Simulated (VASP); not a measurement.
A run of VASP 6.6.1 is set up as follows.

Contents of INCAR:

```
PREC = Accurate ; ENCUT = 600
EDIFF = 1E-6 ; ISMEAR = 0
SIGMA = 0.1 ; LREAL = F
LASPH = T ; NELM = 80
ALGO = Normal ; ISIF = 3
LWAVE = F ; LCHARG = F
GGA = PE ; IBRION = 2
NSW = 90 ; EDIFFG = -0.04
```

KPOINTS

```
regular mesh
0
Gamma
  6 6 2
```

Contents of POSCAR:

```
Si5Ge
1.0
    2.8211855700      0.0000000000      0.0000000000
   -1.4105927900      2.4432183800      0.0000000000
    0.0000000000      0.0000000000     13.8209302600
Si Ge
5 1
Direct
    0.6666666700      0.3333333300      0.6666666700
    0.3333333300      0.6666666700      0.8333333300
    0.6666666700      0.3333333300      0.1666666700
    0.3333333300      0.6666666700      0.3333333300
    0.0000000000      0.0000000000      0.5000000000
    0.0000000000      0.0000000000      0.0000000000
```

Potentials or basis: VASP PAW PBE potentials, release 64 (Si, Ge_d).

The run is started by

```bash
$ cat potpaw_PBE.64/Si/POTCAR potpaw_PBE.64/Ge_d/POTCAR > POTCAR
$ mpirun -np 1 vasp_std > vasp.out
```

(1) Estimate the relaxed cell.

(2) Predict the space group after relaxing (to 0.05 Å).

Results:

(1) a = 2.958 Å, b = 2.958 Å, c = 12.428 Å, α = 90.00°, β = 90.00°, γ = 120.00°.

(2) P-3m1 (No. 164).

Caveat: the k points lie up to 0.41 Å⁻¹ apart in the final cell.
